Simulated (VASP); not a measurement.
Runs of VASP 6.6.1 on Eu. The structure is that of space group Im-3m (No. 229), or close to it. The cells are those of the table. 

| level | spin | cell | k mesh | cutoff (eV) | gap on the mesh (eV) | pressure (GPa) | moment (μB) |
| --- | --- | --- | --- | --- | --- | --- | --- |
| r2SCAN | collinear, ferromagnetic start | a = 3.811 Å, angles 109.5°, 1 atom | 14 × 14 × 14 | 800 | none | (a) | 7.77 |
| r2SCAN | off | a = 3.857 Å, angles 109.5°, 1 atom | 14 × 14 × 14 | 800 | none | -3.5 | - |
| PBE | collinear, ferromagnetic start | a = 3.806 Å, angles 109.5°, 1 atom | 6 × 6 × 6 | 600 | none | (b) | 7.49 |
| PBE | collinear, ferromagnetic start | a = 3.840 Å, angles 109.5°, 1 atom | 6 × 6 × 6 | 600 | none | -0.6 | 7.51 |

Alike in all rows: task single point; potentials or basis VASP PAW PBE potentials, release 64 (Eu); smearing gaussian 0.05 eV.

Q: Fill in the values left out.

A: (a) 0.3; (b) -0.1.

Caveats: spin-orbit coupling is left out, which moves the levels of the heavy elements; semilocal functionals describe open f shells poorly, which spoils levels, moments and volumes; the PAW data sets were made with another functional, which shifts forces and pressure a little (at least some runs); the cell stands under tension (at least some runs).

A k mesh can miss the band edges, and the runs leave out spin-orbit coupling on Eu.

A gap of «none» marks levels without a gap at the run's occupations.
